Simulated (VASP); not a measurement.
A run of VASP 6.6.1:

Contents of POSCAR:

```
BP
1.0
    0.0000000000      2.2653708288      2.2653708288
    2.2653708288      0.0000000000      2.2653708288
    2.2653708288      2.2653708288      0.0000000000
B P
1 1
Direct
    0.0000000000      0.0000000000      0.0000000000
    0.2500000000      0.2500000000      0.2500000000
```

File INCAR.step1:

```
SYSTEM = BP
PREC = Accurate
ENCUT = 550
ISMEAR = 0
SIGMA = 0.02
LREAL = .False.
LASPH = .True.
NELM = 120
NBANDS = 11
GGA = PE
ALGO = Normal
EDIFF = 1E-5
LWAVE = .True.
LCHARG = .False.
GGA_COMPAT = .False.
```

File INCAR.step2:

```
SYSTEM = BP
PREC = Accurate
ENCUT = 550
EDIFF = 1E-6
ISMEAR = 0
SIGMA = 0.02
LREAL = .False.
LASPH = .True.
NELM = 120
ALGO = Normal
ISIF = 2
LWAVE = .False.
LCHARG = .False.
METAGGA = R2SCAN
LMIXTAU = .True.
LUSE_VDW = .True.
IVDW_NL = 2
BPARAM = 11.95
CPARAM = 0.0093
NBANDS = 11
ISTART = 1
GGA_COMPAT = .False.
```

File KPOINTS:

```
regular mesh
0
Gamma
  10 10 10
  0 0 0
```

Potentials or basis: VASP PAW PBE potentials, release 64 (B, P).

Command:

```bash
$ cat potpaw_PBE.64/B/POTCAR potpaw_PBE.64/P/POTCAR > POTCAR
$ cp INCAR.step1 INCAR
$ mpirun -np 1 vasp_std > vasp.out
$ cp INCAR.step2 INCAR
$ mpirun -np 1 vasp_std > vasp.out
```

Hardware: 1 thread of Intel Xeon 8259CL (shared host).

Q: Estimate the wall time of this run.

A: It took 2.6 min on 1 thread of Intel Xeon 8259CL, with other jobs on the host, peak memory 0.26 GiB. Counts: k points 47.
